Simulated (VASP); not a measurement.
**Ta3Ru: single point with LDA**

Crystal: Ta3Ru.

```
Ta Ru
1.0
     0.00000    3.17357    3.17357
     3.17357    0.00000    3.17357
     3.17357    3.17357    0.00000
Ta Ru
3 1
Direct
  0.25000 0.25000 0.25000
  0.75000 0.75000 0.75000
  0.50000 0.50000 0.50000
  0.00000 0.00000 0.00000
```

* Program: VASP 6.6.1
* Task: single point
* Functional: LDA
* Potentials or basis: VASP PAW LDA potentials, release 64 (Ta_pv, Ru_pv)
* Cutoff: 520 eV
* k mesh: 12 × 12 × 12
* Occupations: fermi-dirac, width 0.15 eV
* Spin: no spin polarisation
* Dipole correction: no
* Further INCAR settings: ALGO = Fast; EDIFF = 1e-06; NBANDS = 32

```yaml
Pressure: 1.0 GPa
Band_gap_on_the_k_mesh: zero (an odd number of electrons rules out a gap without spin polarisation)
```

Levels at points of the mesh, in eV from the Fermi level:
```tsv
k point	band 22	band 23	band 24	band 25	band 26	band 27
(0.00, 0.00, 0.00)	-0.24	-0.24	-0.24	0.99	0.99	4.64
(0.50, 0.00, 0.00)	-2.03	-1.62	-1.62	1.72	1.72	2.73
(0.50, 0.50, 0.00)	-0.28	0.38	0.76	0.76	0.91	1.78
```

It took 71 s on 1 thread of Intel(R) Xeon(R) 6975P-C (Granite Rapids), on a shared host, peak memory 0.26 GiB.

Caveat: spin-orbit coupling is left out, which moves the levels of the heavy elements.
